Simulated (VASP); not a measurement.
Runs of VASP 6.6.1 on Re2Os. The structure is that of space group P6/mmm (No. 191), or close to it. The cells are those of the table. 

```tsv
task	cell	k mesh	cutoff (eV)	gap on the mesh (eV)	pressure (GPa)
single point	a = 4.364, b = 4.364, c = 2.734 Å, angles 90.0, 90.0, 120.0°, 3 atoms	6 × 6 × 4	520	none	-0.7
relaxation of cell and atoms	relaxed from a = 4.364, b = 4.364, c = 2.734 Å, angles 90.0, 90.0, 120.0°, 3 atoms	6 × 6 × 6	600	none	0.1
single point	a = 4.360, b = 4.360, c = 2.732 Å, angles 90.0, 90.0, 120.0°, 3 atoms	6 × 6 × 6	520	none	-0.8
single point	a = 3.480, b = 3.480, c = 3.757 Å, angles 90.0, 90.0, 120.0°, 3 atoms	6 × 6 × 6	520	none	(a)
single point	a = 4.365, b = 4.365, c = 2.727 Å, angles 90.0, 90.0, 120.0°, 3 atoms	12 × 12 × 16	520	none	-0.7
```

Alike in all rows: level PBE; potentials or basis VASP PAW PBE potentials, release 64 (Re, Os); no spin polarisation; smearing gaussian 0.1 eV.

Task: Fill in the values left out.

Result: (a) 158.3.

Caveats: some runs use coarse meshes; spin-orbit coupling is left out, which moves the levels of the heavy elements; atoms lie so close that the PAW spheres overlap strongly, which falsifies energies and pressures (at least some runs); the stress differs along the axes, from 44 to 215 GPa (at least some runs).

A k mesh can miss the band edges, and the runs leave out spin-orbit coupling on Os, Re.

A gap of «none» marks levels without a gap at the run's occupations.
